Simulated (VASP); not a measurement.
Set up this calculation in VASP 6.6.1, as the native input.

```yaml
Task: relaxation of shape and atoms at fixed volume
Functional: PBEsol
Potentials_or_basis: VASP PAW PBE potentials, release 64 (Al, Cr_pv, C)
Cutoff: 600 eV
k_mesh: 12 × 12 × 4
Occupations: gaussian, width 0.1 eV
Spin: no spin polarisation
Dipole_correction: no
Further_INCAR_settings: ALGO = Fast; EDIFF = 1e-06; IBRION = 2; EDIFFG = -0.01; NSW = 50; ISIF = 4
```

The structure of AlCr2C lies in POSCAR:

```
AlCr2C
1.0
    2.8414517614      0.0000000000      0.0000000000
   -1.4207258807      2.4607694090      0.0000000000
    0.0000000000      0.0000000000     12.7074850257
Al Cr C
2 4 2
Direct
    0.6666666667      0.3333333333      0.2500000000
    0.3333333333      0.6666666667      0.7500000000
    0.3333333333      0.6666666667      0.4156140080
    0.6666666667      0.3333333333      0.9156140080
    0.6666666667      0.3333333333      0.5843859920
    0.3333333333      0.6666666667      0.0843859920
    0.0000000000      0.0000000000      0.5000000000
    0.0000000000      0.0000000000      0.0000000000
```

One way to write it, as run:

INCAR

```
SYSTEM = AlCr2C
PREC = Accurate ; ENCUT = 600
EDIFF = 1E-6 ; ISMEAR = 0
SIGMA = 0.1 ; LREAL = .FALSE.
LASPH = .TRUE. ; NELM = 80
ALGO = Fast ; ISIF = 4
LWAVE = .FALSE. ; LCHARG = .FALSE.
GGA = PS ; IBRION = 2
NSW = 50 ; EDIFFG = -0.01
```

KPOINTS

```
regular mesh
0
G
  12 12 4
  0 0 0
```

Potentials or basis: VASP PAW PBE potentials, release 64 (Al, Cr_pv, C).

The run is started by

```bash
$ cat potpaw_PBE.64/Al/POTCAR potpaw_PBE.64/Cr_pv/POTCAR potpaw_PBE.64/C/POTCAR > POTCAR
$ mpirun -np 1 vasp_std > vasp.out
```

It gave:

```yaml
Energy_gained_by_relaxing: 1.1 meV/atom
Ionic_steps: 3
Pressure_after_relaxing: -5.6 GPa
Band_gap_on_the_k_mesh: zero (bands 31 and 32 overlap by 0.86 eV)
```

Caveat: the PAW data sets were made with another functional, which shifts forces and pressure a little; the run has no spin polarisation, though such a crystal can be magnetic.

Run time: 23 min on 1 thread of Oxide Virtual Turin-like Processor, with other jobs on the host, peak memory 0.34 GiB.
